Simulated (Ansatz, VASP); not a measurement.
# ZnAu in VASP and in Ansatz

```xyz
2
Lattice="3.2087 0.0000 0.0000 0.0000 3.2087 0.0000 0.0000 0.0000 3.2087" Properties=species:S:1:pos:R:3 pbc="T T T"
Zn    1.6044    1.6044    1.6044
Au    0.0000    0.0000    0.0000
```

Change from the starting cell: volume scaled by 1.06.

Alike in both runs: task single point; functional PBE; k mesh 13 × 13 × 13; occupations fermi-dirac, width 0.05 eV; no spin polarisation.

|  | VASP | Ansatz |
| --- | --- | --- |
| version | VASP 6.6.1 | Ansatz 0.2.0 |
| potentials or method | VASP PAW PBE potentials, release 64 (Zn, Au), cutoff 520 eV | all-electron LAPW, scalar-relativistic |

|  | VASP | Ansatz | Ansatz less VASP |
| --- | --- | --- | --- |
| pressure (GPa) | -2.3 | -2.3 | -0.02 |

Ansatz ran all-electron here, and VASP with PAW potentials.

Neither program's run includes spin-orbit coupling.
